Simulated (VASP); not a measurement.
Wanted: the native input for a VASP 6.6.1 run.

```yaml
Task: single point
Functional: PBE
Potentials_or_basis: VASP PAW PBE potentials, release 64 (B, P)
Cutoff: 500 eV
k_mesh: 4 × 4 × 4
Occupations: gaussian, width 0.2 eV
Spin: no spin polarisation
Dipole_correction: no
Further_INCAR_settings: ALGO = Normal; EDIFF = 1e-06; NBANDS = 19
```

The structure of B5P lies in POSCAR:

```
B5P
1.0
    0.0000000000      3.4909235281      3.0066365471
    2.8709867164      0.0000000000      3.0066365471
    2.8709867164      3.4909235281      0.0000000000
B P
5 1
Direct
    0.7613254305      0.7043956726      0.4840333845
    0.7043956726      0.7613254305      0.0502455125
    0.4840333845      0.0502455125      0.7613254305
    0.0502455125      0.4840333845      0.7043956726
    0.5000000000      0.5000000000      0.5000000000
    0.0000000000      0.0000000000      0.0000000000
```

The cell was built from a structure type or drawn by symmetry, and may not be a known phase.

One way to write it, as run:

INCAR

```
ALGO = Normal
EDIFF = 1E-6
ENCUT = 500
GGA = PE
GGA_COMPAT = False
ISIF = 2
ISMEAR = 0
LASPH = True
LCHARG = True
LELF = True
LREAL = False
LVHAR = True
LWAVE = False
NBANDS = 19
NELM = 120
PREC = Accurate
SIGMA = 0.2
```

KPOINTS

```
k-points
0
Gamma
  4 4 4
```

Potentials or basis: VASP PAW PBE potentials, release 64 (B, P).

Launch:

```sh
$ cat potpaw_PBE.64/B/POTCAR potpaw_PBE.64/P/POTCAR > POTCAR
$ mpirun -np 1 vasp_std > vasp.out
```

It gave:

```json
{
  "Pressure": "0.0 GPa",
  "Largest force": "0.038 eV/Å",
  "Band gap on the k mesh": "zero (bands 10 and 11 overlap by 3.32 eV)"
}
```

Caveat: the k points lie up to 0.44 Å⁻¹ apart, too coarse for converged energies and pressures of a metal.

Wall time 36 s on 1 thread of Intel Xeon 8259CL, with other jobs on the host, peak memory 0.18 GiB.
